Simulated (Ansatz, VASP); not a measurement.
**One calculation of BiTe, two programs**

```xyz
2
Lattice="0.0000 3.2350 3.2673 3.2350 0.0000 3.2673 3.2350 3.2350 0.0000" Properties=species:S:1:pos:R:3 pbc="T T T"
Bi    0.0000    0.0000    0.0000
Te    3.2350    3.2350    3.2673
```

Change from the starting cell: zz strain of +1 %.

Alike in both runs: task single point; functional LDA; k mesh 10 × 10 × 10; occupations fermi-dirac, width 0.08 eV; no spin polarisation.

```csv
,VASP,Ansatz
version,VASP 6.6.1,Ansatz 0.2.0
potentials or method,"VASP PAW LDA potentials, release 64 (Bi_d, Te), cutoff 520 eV","all-electron LAPW, scalar-relativistic"
```

```tsv
	VASP	Ansatz	Ansatz less VASP
pressure (GPa)	-3.2	-3.2	-0.04
traceless stress, the component that is largest in VASP (GPa)	-0.41	-0.41	+0.001
```

LDA's correlation is that of Perdew and Zunger in VASP and of Perdew and Wang (1992) in Ansatz. Ansatz ran all-electron here, and VASP with PAW potentials.

Neither program's run includes spin-orbit coupling.
